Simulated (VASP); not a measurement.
# Al8H in VASP: notebook, part 2 of 2

VASP 6.6.1. Earlier steps stand in the parts before.

### 3 Single point, PBE

The input, INCAR:

```
SYSTEM = Al8H
PREC = Accurate
ENCUT = 520
EDIFF = 1E-6
ISMEAR = 0
SIGMA = 0.1
LREAL = Auto
LASPH = .True.
NELM = 80
ALGO = Normal
ISIF = 2
LWAVE = .False.
LCHARG = .False.
LDIPOL = .True.
IDIPOL = 3
DIPOL = 0.5 0.5 0.291
GGA = PE
NBANDS = 40
```

The input, KPOINTS:

```
regular mesh
0
Gamma
  5 4 1
  0 0 0
```

The input, POSCAR:

```
Al8H
1.0
    5.7135165837      0.0000000000      0.0000000000
    0.0000000000      8.0801326415      0.0000000000
    0.0000000000      0.0000000000     22.2432786975
Al H
16 2
Direct
    0.2500000000      0.2500000000      0.1798296040
    0.2500000000      0.7500000000      0.1798296040
    0.7500000000      0.2500000000      0.1798296040
    0.7500000000      0.7500000000      0.1798296040
    0.0000000000      0.0000000000      0.2440458181
    0.0000000000      0.5000000000      0.2440458181
    0.5000000000      0.0000000000      0.2440458181
    0.5000000000      0.5000000000      0.2440458181
    0.2500000000      0.2500000000      0.3102598702
    0.2500000000      0.7500000000      0.3102598702
    0.7500000000      0.2500000000      0.3102598702
    0.7500000000      0.7500000000      0.3102598702
    0.0000000000      0.0000000000      0.3705963860
    0.0000000000      0.5000000000      0.3705963860
    0.5000000000      0.0000000000      0.3705963860
    0.5000000000      0.5000000000      0.3705963860
    0.7500000000     -0.0464101292      0.4052135847
    0.7500000000      0.0464101292      0.4052135847
```

Potentials or basis: VASP PAW PBE potentials, release 64 (Al, H).

Command:

```console
cat potpaw_PBE.64/Al/POTCAR potpaw_PBE.64/H/POTCAR > POTCAR
mpirun -np 1 vasp_std > vasp.out
```

OUTCAR:

```text
SYSTEM = Al8H
   PREC = Accurate
   ENCUT = 520
   EDIFF = 1E-6
   ISMEAR = 0
   LREAL = Auto
   LASPH = .True.
   NELM = 80
   ISIF = 2
   GGA = PE

 ion  position               nearest neighbor table
   1  0.250  0.250  0.180-   3 2.86   3 2.86   6 2.86   7 2.86   8 2.86   5 2.86   9 2.90
   2  0.250  0.750  0.180-   4 2.86   4 2.86   6 2.86   7 2.86   8 2.86   5 2.86  10 2.90
   3  0.750  0.250  0.180-   1 2.86   1 2.86   6 2.86   7 2.86   8 2.86   5 2.86  11 2.90
   4  0.750  0.750  0.180-   2 2.86   2 2.86   6 2.86   7 2.86   8 2.86   5 2.86  12 2.90
   5  0.000  0.000  0.244-  13 2.81   7 2.86   7 2.86   4 2.86   1 2.86   2 2.86   3 2.86  11 2.88
                            12 2.88   9 2.88  10 2.88
   6  0.000  0.500  0.244-  14 2.81   8 2.86   8 2.86   4 2.86   1 2.86   2 2.86   3 2.86  11 2.88
                            12 2.88   9 2.88  10 2.88
   7  0.500  0.000  0.244-  15 2.81   5 2.86   5 2.86   4 2.86   1 2.86   2 2.86   3 2.86  11 2.88
                            12 2.88   9 2.88  10 2.88
   8  0.500  0.500  0.244-  16 2.81   6 2.86   6 2.86   4 2.86   1 2.86   2 2.86   3 2.86  11 2.88
                            12 2.88   9 2.88  10 2.88
   9  0.250  0.250  0.310-  13 2.81  14 2.81  15 2.81  16 2.81  11 2.86  11 2.86   7 2.88   8 2.88
                             5 2.88   6 2.88   1 2.90
  10  0.250  0.750  0.310-  13 2.81  14 2.81  15 2.81  16 2.81  12 2.86  12 2.86   7 2.88   8 2.88
                             5 2.88   6 2.88   2 2.90
  11  0.750  0.250  0.310-  13 2.81  14 2.81  15 2.81  16 2.81   9 2.86   9 2.86   7 2.88   8 2.88
                             5 2.88   6 2.88   3 2.90
  12  0.750  0.750  0.310-  13 2.81  14 2.81  15 2.81  16 2.81  10 2.86  10 2.86   7 2.88   8 2.88
                             5 2.88   6 2.88   4 2.90
  13  0.000  0.000  0.371-  17 1.67  18 1.67  11 2.81  12 2.81   9 2.81  10 2.81   5 2.81  15 2.86
                            15 2.86
  14  0.000  0.500  0.371-   9 2.81  10 2.81  11 2.81  12 2.81   6 2.81  16 2.86  16 2.86
  15  0.500  0.000  0.371-  17 1.67  18 1.67  11 2.81  12 2.81   9 2.81  10 2.81   7 2.81  13 2.86
                            13 2.86
  16  0.500  0.500  0.371-   9 2.81  10 2.81  11 2.81  12 2.81   8 2.81  14 2.86  14 2.86
  17  0.750  0.954  0.405-  18 0.75  15 1.67  13 1.67
  18  0.750  0.046  0.405-  17 0.75  15 1.67  13 1.67

  LATTYP: Found a simple orthorhombic cell.
 ALAT       =     5.7135165837
 B/A-ratio  =     1.4142135624
 C/A-ratio  =     3.8930977747

  Lattice vectors:

 A1 = (   5.7135165837,   0.0000000000,   0.0000000000)
 A2 = (   0.0000000000,   8.0801326415,   0.0000000000)
 A3 = (   0.0000000000,   0.0000000000,  22.2432786975)

Analysis of symmetry for initial positions (statically):
=====================================================================
 Subroutine PRICEL returns:
 Original cell was already a primitive cell.

 Routine SETGRP: Setting up the symmetry group for a
 simple orthorhombic supercell.

 Subroutine GETGRP returns: Found  4 space group operations
 (whereof  2 operations were pure point group operations)
 out of a pool of  8 trial point group operations.

The static configuration has the point symmetry C_1h.
 The point group associated with its full space group is C_2v.

Analysis of symmetry for dynamics (positions and initial velocities):
=====================================================================
 Subroutine PRICEL returns:
 Original cell was already a primitive cell.

 Routine SETGRP: Setting up the symmetry group for a
 simple orthorhombic supercell.

 Subroutine GETGRP returns: Found  4 space group operations
[... 109 lines left out ...]
   NGXF,Y,Z  is equivalent  to a cutoff of  24.44, 24.69, 25.11 a.u.
 SYSTEM =  Al8H
   PREC   = accura    normal or accurate (medium, high low for compatibility)
   ISTART =      0    job   : 0-new  1-cont  2-samecut
   ICHARG =      2    charge: 1-file 2-atom 10-const
   ISPIN  =      1    spin polarized calculation?
   LNONCOLLINEAR =      F non collinear calculations
   LSORBIT =      F    spin-orbit coupling
   LASPH  =      T    aspherical Exc in radial PAW
   ENCUT  =  520.0 eV  38.22 Ry    6.18 a.u.  10.62 15.02 41.36*2*pi/ulx,y,z
   NELM   =     80;   NELMIN=  2; NELMDL= -5     # of ELM steps
   EDIFF  = 0.1E-05   stopping-criterion for ELM
   LREAL  =      T    real-space projection
   EDIFFG = 0.1E-04   stopping-criterion for IOM
   NSW    =      0    number of steps for IOM
   IBRION =     -1    ionic relax: 0-MD 1-quasi-New 2-CG
   NFREE  =      0    steps in history (QN), initial steepest desc. (CG)
   ISIF   =      2    stress and relaxation
   ISYM   =      2    0-nonsym 1-usesym 2-fastsym
   POTIM  = 0.5000    time-step for ionic-motion
   TEBEG  =    0.0;   TEEND  =   0.0 temperature during run
   PSTRESS=    0.0 pullay stress
   NELECT =      50.0000    total number of electrons
   NUPDOWN=      -1.0000    fix difference up-down
   EMIN   =  10.00;   EMAX   =-10.00  energy-range for DOS
   EFERMI =   0.00;   METHOD = LEGACY
   ISMEAR =     0;   SIGMA  =   0.10  broadening in eV -4-tet -1-fermi 0-gaus
   EFERMI_NEDOS =   21; number of points for ismear=-14 and -15
   IALGO  =     38    algorithm
   IMIX   =      4    mixing-type and parameters
     AMIX     =   0.40;   BMIX     =  1.00
     AMIX_MAG =   1.60;   BMIX_MAG =  1.00
  volume/ion in A,a.u.               =      57.05       384.99
  Fermi-wavevector in a.u.,A,eV,Ry     =   0.597803  1.129683  4.862288  0.357368
  Thomas-Fermi vector in A             =   1.648667
   LORBIT       =      0    0 simple, 1 ext, 2 COOP (PROOUT), +10 PAW based schemes
   GGA     = PE    functional components
   LHFCALC =     F    Hartree Fock is set to
   AEXX    =    0.0000 exact exchange contribution
   IVDW    =     0    specifies the selected vdW correction
   LEPSILON=     F    determine dielectric tensor
   LRPA    =     F    only Hartree local field effects (RPA)
 non-spin polarized calculation
 Gauss-broadening in eV      SIGMA  =   0.10
  energy-cutoff  :      520.00
  volume of cell :     1026.88
 maximum number of plane-waves:     27706
   NGX = 21   NGY = 31   NGZ = 83

 dipolmoment           0.000000      0.000000      0.030954 electrons x Angstroem

 number of electron      49.9999999 magnetization

 dipolmoment           0.000000      0.000000     -0.039895 electrons x Angstroem

 Free energy of the ion-electron system (eV)
  ---------------------------------------------------
  ext. energy  EPLUGINS =         0.00000000
  ---------------------------------------------------
  free energy    TOTEN  =       -58.41743703 eV

  energy without entropy =      -58.39026777  energy(sigma->0) =      -58.40385240

 E-fermi :  -0.7764     XC(G=0):  -3.5912

 val. band max:       -0.8125508550   @ k =   0.0000   0.2500   0.0000
 cond. band min:      -0.7240510812   @ k =   0.4000   0.0000   0.0000
 fundamental gap:      0.0884997738
 Fermi energy:        -0.7764422220

 k-point     1 :       0.0000    0.0000    0.0000
  band No.  band energies     occupation
      1     -13.8813      2.00000
      2     -10.8739      2.00000
      3      -8.7657      2.00000
      4      -8.7588      2.00000
      5      -8.2538      2.00000
      6      -6.6227      2.00000
[... 349 lines left out ...]
     36       1.7966      0.00000
     37       2.0143      0.00000
 [bands above 37 left out]

------------------------ aborting loop because EDIFF is reached ----------------------------------------

 vacuum level on the upper side and lower side of the slab       (xc-potential included)        -0.124         0.055

  FORCE on cell =-STRESS in cart. coord.  units (eV):
  Direction    XX          YY          ZZ          XY          YZ          ZX
  --------------------------------------------------------------------------------------
  -------------------------------------------------------------------------------------
  Total       -0.6088773     -0.1149949      0.3179860      0.0000000      0.0000000      0.0000000
  in kB       -0.9499912     -0.1794189      0.4961326      0.0000000      0.0000000      0.0000000
  external PRESSURE =      -0.2110925 kB  Pullay stress =       0.0000000 kB

 VOLUME and BASIS-vectors are now :
 -----------------------------------------------------------------------------
  energy-cutoff  :      520.00
  volume of cell :     1026.88
      direct lattice vectors                 reciprocal lattice vectors
     5.713516584  0.000000000  0.000000000     0.175023558  0.000000000  0.000000000
     0.000000000  8.080132642  0.000000000     0.000000000  0.123760345  0.000000000
     0.000000000  0.000000000 22.243278697     0.000000000  0.000000000  0.044957401

 POSITION                                       TOTAL-FORCE (eV/Angst)
 -----------------------------------------------------------------------------------
      1.42838      2.02003      4.00000        -0.000000      0.003854      0.258744
      1.42838      6.06010      4.00000        -0.000000     -0.003854      0.258744
      4.28514      2.02003      4.00000        -0.000000     -0.043794      0.260597
      4.28514      6.06010      4.00000        -0.000000      0.043794      0.260597
      0.00000      0.00000      5.42838         0.197679      0.000000     -0.234637
      0.00000      4.04007      5.42838         0.130688      0.000000     -0.233453
[... 10 lines left out ...]
      4.28514      7.70513      9.01328        -0.000000     -4.404992      1.548874
      4.28514      0.37500      9.01328        -0.000000      4.404992      1.548874
 -----------------------------------------------------------------------------------
    total drift:                               -0.000000     -0.000000     -0.012704

  FREE ENERGIE OF THE ION-ELECTRON SYSTEM (eV)
  ---------------------------------------------------
  free  energy   TOTEN  =       -58.4174370320 eV

  energy  without entropy=      -58.3902677702  energy(sigma->0) =      -58.40385240

 vacuum level on the upper side and lower side of the slab         3.071         3.232
```

It took 10 min on 1 thread of Intel Xeon 6975P-C (Granite Rapids), shared host; peak memory 0.89 GiB.

What came out:

```yaml
Free_energy: -58.4174 eV
Largest_force: 4.669 eV/Å
Band_gap_on_the_k_mesh: zero (bands 25 and 26 overlap by 0.61 eV)
```

Forces in eV/Å, atoms in the order of the input:
```
Al   0.000  0.004  0.259
Al   0.000 -0.004  0.259
Al   0.000 -0.044  0.261
Al   0.000  0.044  0.261
Al   0.198  0.000 -0.235
Al   0.131  0.000 -0.233
Al  -0.198  0.000 -0.235
Al  -0.131  0.000 -0.233
Al   0.000  0.087 -0.099
Al   0.000 -0.087 -0.099
Al   0.000 -0.090  0.191
Al   0.000  0.090  0.191
Al   3.234  0.000 -1.701
Al  -0.036  0.000  0.010
Al  -3.234  0.000 -1.701
Al   0.036  0.000  0.010
H    0.000 -4.405  1.549
H    0.000  4.405  1.549
```

### 4 Single point, PBE

The input, INCAR:

```
SYSTEM = Al8H
ALGO = Normal
DIPOL = 0.5 0.5 0.294
EDIFF = 1E-7
ENCUT = 520
GGA = PE
IDIPOL = 3
ISIF = 2
ISMEAR = 0
LASPH = .TRUE.
LCHARG = .TRUE.
LDIPOL = .TRUE.
LELF = .TRUE.
LREAL = Auto
LVACPOTAV = .TRUE.
LVHAR = .TRUE.
LWAVE = .FALSE.
NBANDS = 40
NELM = 80
PREC = Accurate
SIGMA = 0.1
```

The input, KPOINTS:

```
k-points
0
G
  5 4 1
  0 0 0
```

Changes to POSCAR since step 3:

```diff
@@ -24,3 +24,3 @@
     0.5000000000      0.5000000000      0.3705963860
-    0.7500000000     -0.0464101292      0.4052135847
-    0.7500000000      0.0464101292      0.4052135847
+    0.7500000000     -0.0464101292      0.4339863214
+    0.7500000000      0.0464101292      0.4339863214
```

Command:

```console
cat potpaw_PBE.64/Al/POTCAR potpaw_PBE.64/H/POTCAR > POTCAR
mpirun -np 1 vasp_std > vasp.out
```

Run time: 8.7 min. Hardware: 1 thread of Intel Xeon 6975P-C (Granite Rapids), shared host; peak memory 0.89 GiB.

The run converged. Its results:

```yaml
Free_energy: -59.8978 eV
Largest_force: 1.491 eV/Å
Band_gap_on_the_k_mesh: zero (bands 25 and 26 overlap by 0.73 eV)
```

Forces on the atoms (eV/Å):
```
Al   0.000  0.024  0.120
Al   0.000 -0.024  0.120
Al   0.000 -0.039  0.201
Al   0.000  0.039  0.201
Al   0.243  0.000 -0.288
Al   0.102  0.000 -0.183
Al  -0.243  0.000 -0.288
Al  -0.102  0.000 -0.183
Al   0.000 -0.032 -0.155
Al   0.000  0.032 -0.155
Al   0.000 -0.218  0.190
Al   0.000  0.218  0.190
Al   1.142  0.000 -0.891
Al   0.020  0.000  0.022
Al  -1.142  0.000 -0.891
Al  -0.020  0.000  0.022
H    0.000 -1.119  0.985
H    0.000  1.119  0.985
```

Levels at points of the mesh, in eV from the Fermi level:
```tsv
k point	band 22	band 23	band 24	band 25	band 26	band 27	band 28	band 29
(0.00, 0.00, 0.00)	-0.88	-0.86	-0.86	-0.51	-0.31	0.01	0.14	0.94
(0.00, 0.50, 0.00)	-0.91	-0.86	-0.85	-0.50	-0.17	0.25	0.26	0.55
```

### 5 Single point, PBE

The input, INCAR:

```
SYSTEM = Al8H
PREC = Accurate
ENCUT = 520
EDIFF = 1E-6
ISMEAR = 0
SIGMA = 0.1
LREAL = Auto
LASPH = .True.
NELM = 60
ALGO = Normal
ISIF = 2
LWAVE = .False.
LCHARG = .False.
LDIPOL = .True.
IDIPOL = 3
DIPOL = 0.5 0.5 0.297
GGA = PE
NBANDS = 40
```

The input, KPOINTS:

```
Automatic mesh
0
Gamma
  5 4 1
  0 0 0
```

Changes to POSCAR since step 4:

```diff
@@ -24,3 +24,3 @@
     0.5000000000      0.5000000000      0.3705963860
-    0.7500000000     -0.0464101292      0.4339863214
-    0.7500000000      0.0464101292      0.4339863214
+    0.7500000000     -0.0464101292      0.4627590580
+    0.7500000000      0.0464101292      0.4627590580
```

Command:

```console
cat potpaw_PBE.64/Al/POTCAR potpaw_PBE.64/H/POTCAR > POTCAR
mpirun -np 1 vasp_std > vasp.out
```

It took 10 min on 1 thread of Intel Xeon 6975P-C (Granite Rapids), shared host; peak memory 0.89 GiB.

Results (log left out):

```
Free energy            : -60.8916 eV
Largest force          : 0.594 eV/Å
Band gap on the k mesh : zero (bands 25 and 26 overlap by 0.53 eV)
```

Forces on the atoms (eV/Å):
```
Al   0.000  0.035  0.142
Al   0.000 -0.035  0.142
Al   0.000 -0.013  0.208
Al   0.000  0.013  0.208
Al   0.078  0.000 -0.234
Al   0.049  0.000 -0.198
Al  -0.078  0.000 -0.234
Al  -0.049  0.000 -0.198
Al   0.000 -0.020 -0.094
Al   0.000  0.020 -0.094
Al   0.000 -0.099  0.088
Al   0.000  0.099  0.088
Al   0.360  0.000 -0.472
Al   0.015  0.000  0.011
Al  -0.360  0.000 -0.472
Al  -0.015  0.000  0.011
H    0.000 -0.129  0.549
H    0.000  0.129  0.549
```

Levels at points of the mesh, in eV from the Fermi level:
```tsv
k point	band 21	band 22	band 23	band 24	band 25	band 26	band 27	band 28	band 29	band 30
(0.00, 0.00, 0.00)	-1.60	-1.23	-0.83	-0.78	-0.53	-0.22	-0.11	0.21	1.09	1.28
(0.00, 0.50, 0.00)	-0.93	-0.93	-0.86	-0.86	-0.82	0.08	0.24	0.25	0.29	1.02
```

### 6 The runs side by side

```tsv
cell	gap on the mesh (eV)	largest force (eV/Å)
as given, atomic positions A	none	3.53
as given, atomic positions B	none	4.67
as given, atomic positions C	none	1.49
as given, atomic positions D	none	0.59
```

Alike in all rows: task single point; level PBE; potentials or basis VASP PAW PBE potentials, release 64 (Al, H); no spin polarisation; k mesh 5 × 4 × 1; cutoff (eV) 520; smearing gaussian 0.1 eV.

Total energies depend on the potentials used, so only differences within one code and one set of settings carry meaning.

The gap in the log of VASP goes by the Fermi energy; the results here count the filled bands.